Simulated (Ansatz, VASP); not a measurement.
## WSe2: VASP beside Ansatz

```
CELL_PARAMETERS angstrom
2.71057 0.00000 0.00000
-1.35529 3.19933 0.00000
0.00000 0.00000 7.33278
ATOMIC_POSITIONS crystal
W 0.00000 0.00000 0.00000
Se 0.33333 0.66667 0.24055
Se 0.33333 0.66667 0.75945
```

Change from the starting cell: strain +e along x and -e along y -0.1500, strain +e along z and -e/2 along x and y +0.0467.

Alike in both runs: task single point; functional PBE; dispersion D3(BJ); k mesh 9 × 9 × 4; occupations gaussian, width 0.05 eV; no spin polarisation.

|  | VASP | Ansatz |
| --- | --- | --- |
| version | VASP 6.6.1 | Ansatz 0.2.0 |
| potentials or method | VASP PAW PBE potentials, release 64 (W_sv, Se), cutoff 520 eV | scalar-relativistic, plane waves, PAW |
| valence electrons in the cell | 26 | 46 |

```csv
,VASP,Ansatz,Ansatz less VASP
gap on the k mesh at the Fermi level (eV),none,none,-
pressure (GPa),12.0,11.6,-0.38
"traceless stress, the component that is largest in VASP (GPa)",37.59,37.54,-0.058
rms of the force components (eV/Å),0.509,0.491,-0.0175
```

Atom by atom the forces differ by 0.029 eV/Å (rms over components). A gap of «none» marks a metal or a gap that the smearing closes. VASP's potentials hold 26 valence electrons a cell and Ansatz's 46, so a difference there can come from the potentials and not from the codes.

Neither program's run includes spin-orbit coupling.
